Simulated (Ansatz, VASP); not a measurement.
H6C2S: VASP beside Ansatz

```
S H C
1.0
     7.76725    0.00000    0.00000
     0.00000    7.76725    0.00000
     0.00000    0.00000    7.76725
S H C
3 18 6
Direct
  0.10693 0.98983 0.09928
  0.66324 0.27241 0.22347
  0.12041 0.66406 0.71525
  0.09361 0.00783 0.27299
  0.11317 0.16272 0.07820
  0.71303 0.10681 0.19886
  0.50155 0.23421 0.16836
  0.27672 0.58952 0.69853
  0.04177 0.50776 0.72916
  0.53109 0.03382 0.76353
  0.50904 0.91777 0.55441
  0.74542 0.81928 0.86225
  0.72438 0.70051 0.65509
  0.86080 0.15793 0.85423
  0.74051 0.23572 0.65972
  0.13120 0.15811 0.68322
  0.00766 0.23867 0.49173
  0.35626 0.59896 0.35010
  0.55176 0.66345 0.47274
  0.47038 0.74965 0.09176
  0.66476 0.81613 0.21823
  0.56888 0.92512 0.68281
  0.68278 0.80957 0.73605
  0.86343 0.19880 0.71825
  0.00750 0.19938 0.62749
  0.48067 0.66571 0.35131
  0.54106 0.74722 0.21400
```

Alike in both runs: functional LDA; k mesh 1 × 1 × 1; occupations fermi-dirac, width 0.02 eV; no spin polarisation.

Ansatz relaxed the structure, and its values are those at the end. VASP's run is a single point on that final structure, the one shown.

```csv
,VASP,Ansatz
version,VASP 6.6.1,Ansatz 0.2.0
potentials or method,"VASP PAW LDA potentials, release 64 (S, H, C), cutoff 520 eV","scalar-relativistic, plane waves, PAW"
valence electrons in the cell,60,60
```

```csv
,VASP,Ansatz,Ansatz less VASP
rms of the force components (eV/Å),0.074,0.074,+0.0003
```

LDA's correlation is that of Perdew and Zunger in VASP and of Perdew and Wang (1992) in Ansatz.
